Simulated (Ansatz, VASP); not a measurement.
**Bi3H8 in VASP and in Ansatz**

```
CELL_PARAMETERS angstrom
5.02432 0.00000 0.00000
0.00000 5.02432 0.00000
0.00000 0.00000 9.08676
ATOMIC_POSITIONS crystal
Bi 0.50000 0.00000 0.48258
Bi 0.00000 0.50000 0.48258
Bi 0.00000 0.00000 0.69320
H 0.69741 0.19767 0.06436
H 0.30259 0.80233 0.06436
H 0.80233 0.69741 0.06436
H 0.19767 0.30259 0.06436
H 0.69741 0.80233 0.06436
H 0.30259 0.19767 0.06436
H 0.80233 0.30259 0.06436
H 0.19767 0.69741 0.06436
```

Alike in both runs: functional PBE; k mesh 4 × 4 × 4; occupations gaussian, width 0.1 eV; no spin polarisation.

Ansatz relaxed the structure, and its values are those at the end. VASP's run is a single point on that final structure, the one shown.

|  | VASP | Ansatz |
| --- | --- | --- |
| version | VASP 6.6.1 | Ansatz 0.2.0 |
| potentials or method | VASP PAW PBE potentials, release 64 (Bi_d, H), cutoff 520 eV | scalar-relativistic, plane waves, PAW |
| valence electrons in the cell | 53 | 53 |

VASP gave:

* gap on the k mesh at the Fermi level (eV): none
* pressure (GPa): -0.1
* rms of the force components (eV/Å): 0.010

Q: What did Ansatz give for the same quantities?

A: gap on the k mesh at the Fermi level (eV): none; pressure (GPa): 0.1; rms of the force components (eV/Å): 0.004.

A gap of «none» marks a metal or a gap that the smearing closes. The functional is the same, so the differences come from potentials, cutoffs and numerics.

Spin-orbit coupling is off throughout.
